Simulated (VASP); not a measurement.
A run of VASP 6.6.1:

The input INCAR:

```
PREC = Accurate ; ENCUT = 600
EDIFF = 1E-6 ; ISMEAR = 0
SIGMA = 0.05 ; LREAL = False
LASPH = True ; NELM = 120
ALGO = Normal ; ISIF = 2
LWAVE = False ; LCHARG = False
NBANDS = 16 ; GGA_COMPAT = False
```

The input KPOINTS:

```
Automatic mesh
0
Gamma
  10 10 10
```

POSCAR

```
CaC2
1.0
   -1.8789219473      1.8789219473      3.1388106270
    1.8789219473     -1.8789219473      3.1388106270
    1.8789219473      1.8789219473     -3.1388106270
Ca C
1 2
Direct
    0.0000000000      0.0000000000      0.0000000000
    0.5996770466      0.5996770466      0.0000000000
    0.4003229534      0.4003229534      0.0000000000
```

Potentials or basis: VASP PAW LDA potentials, release 64 (Ca_sv, C).

Launch:

```bash
$ cat potpaw_LDA.64/Ca_sv/POTCAR potpaw_LDA.64/C/POTCAR > POTCAR
$ mpirun -np 1 vasp_std > vasp.out
```

Hardware: 1 thread of Oxide Virtual Turin-like Processor (shared host).

Problem. Estimate the wall time of this run.

Solution. It took 2.2 min on 1 thread of Oxide Virtual Turin-like Processor (shared host), peak memory 0.2 GiB. Counts: scf iterations 14, k points 102.
